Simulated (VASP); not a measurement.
Set up this calculation in VASP 6.6.1, as the native input.

| Quantity | Value |
| --- | --- |
| Task | relaxation of cell and atoms |
| Functional | PBE |
| Potentials or basis | VASP PAW PBE potentials, release 64 (Si, C) |
| Cutoff | 600 eV |
| k mesh | 6 × 6 × 4 |
| Occupations | gaussian, width 0.1 eV |
| Spin | no spin polarisation |
| Dipole correction | no |
| Further INCAR settings | ALGO = Normal; EDIFF = 1e-06; IBRION = 2; EDIFFG = -0.04; NSW = 90; ISIF = 3 |

The structure of SiC5 lies in POSCAR:

```
SiC5
1.0
    4.5911199300      0.0000000000      0.0000000000
   -2.2955599600      3.9760264900      0.0000000000
    0.0000000000      0.0000000000      4.3423270400
Si C
1 5
Direct
    0.0000000000      0.0000000000      0.5000000000
    0.0000000000      0.6666666700      0.0000000000
    0.6666666700      0.0000000000      0.0000000000
    0.3333333300      0.3333333300      0.0000000000
    0.3333333300      0.6666666700      0.5000000000
    0.6666666700      0.3333333300      0.5000000000
```

The input as run:

INCAR

```
ALGO     = Normal         # electronic algorithm
EDIFF    = 1E-6           # SCF threshold, eV
EDIFFG   = -0.04          # ionic threshold
ENCUT    = 600            # plane-wave cutoff, eV
GGA      = PE             # functional
IBRION   = 2              # ionic algorithm
ISIF     = 3              # what is computed and relaxed
ISMEAR   = 0              # smearing method
LASPH    = T              # aspherical terms in the spheres
LCHARG   = F              # write CHGCAR
LREAL    = F              # projectors in reciprocal space
LWAVE    = F              # write WAVECAR
NELM     = 60             # most SCF steps
NSW      = 90             # ionic steps
PREC     = Accurate       # precision mode
SIGMA    = 0.1            # smearing width, eV
```

KPOINTS

```
k-points
0
Gamma
  6 6 4
```

Potentials or basis: VASP PAW PBE potentials, release 64 (Si, C).

The run is started by

```bash
$ cat potpaw_PBE.64/Si/POTCAR potpaw_PBE.64/C/POTCAR > POTCAR
$ mpirun -np 1 vasp_std > vasp.out
```

Results of the run:

```yaml
Relaxed_volume: 11.06 Å³/atom
Relaxed_cell: a = 3.583 Å, b = 3.583 Å, c = 5.972 Å, α = 90.00°, β = 90.00°, γ = 120.00°
Space_group_after_relaxing_to_0.1_Å: P-62m (No. 189)
Energy_gained_by_relaxing: 1339.1 meV/atom
Ionic_steps: 33
Pressure_after_relaxing: 0.0 GPa
Band_gap_on_the_k_mesh: zero (bands 12 and 13 overlap by 1.49 eV)
```

Caveat: the k points lie up to 0.34 Å⁻¹ apart in the final cell, too coarse for converged energies and pressures of a metal; the volume moved by over 15 % at a fixed basis, so the end points are rough.

Run time: 20 min on 1 thread of Intel Xeon 8259CL, with other jobs on the host, peak memory 0.25 GiB.
